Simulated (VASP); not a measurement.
A run of VASP 6.6.1:

POSCAR

```
Cr
1.0
    1.9810878758      0.0000000000      0.0000000000
   -0.9905439379      1.7156724276      0.0000000000
    0.0000000000      0.0000000000      3.1583903681
Cr
2
Direct
    0.3333333333      0.6666666667      0.2500000000
    0.6666666667      0.3333333333      0.7500000000
```

INCAR.step1

```
ALGO = Normal
EDIFF = 1E-6
ENCUT = 520
GGA = PE
GGA_COMPAT = F
ISIF = 2
ISMEAR = -1
LASPH = T
LCHARG = T
LMAXMIX = 4
LORBIT = 11
LREAL = F
LWAVE = F
NBANDS = 21
NEDOS = 2001
NELM = 120
PREC = Accurate
SIGMA = 0.1
```

Contents of KPOINTS.step1:

```
k-points
0
Gamma
  17 17 9
```

File INCAR.step2:

```
ALGO = Normal
EDIFF = 1E-6
ENCUT = 520
GGA = PE
GGA_COMPAT = F
ICHARG = 11
ISIF = 2
ISMEAR = -5
LASPH = T
LCHARG = F
LMAXMIX = 4
LORBIT = 11
LREAL = F
LWAVE = F
NEDOS = 1001
NELM = 120
PREC = Accurate
SIGMA = 0.1
```

File KPOINTS.step2:

```
k-points
0
Gamma
  26 26 14
```

Potentials or basis: VASP PAW PBE potentials, release 64 (Cr_sv).

The run is started by

```console
$ cat potpaw_PBE.64/Cr_sv/POTCAR > POTCAR
$ cp INCAR.step1 INCAR
$ cp KPOINTS.step1 KPOINTS
$ mpirun -np 1 vasp_std > vasp.out
$ cp INCAR.step2 INCAR
$ cp KPOINTS.step2 KPOINTS
$ mpirun -np 1 vasp_std > vasp.out
```

Hardware: 1 thread of Intel(R) Xeon(R) Platinum 8488C (Sapphire Rapids) (shared host).

Q: How long does it take, and how much memory?

A: Wall time 78 s on 1 thread of Intel(R) Xeon(R) Platinum 8488C (Sapphire Rapids), on a shared host, peak memory 0.22 GiB. Counts: k points 560.
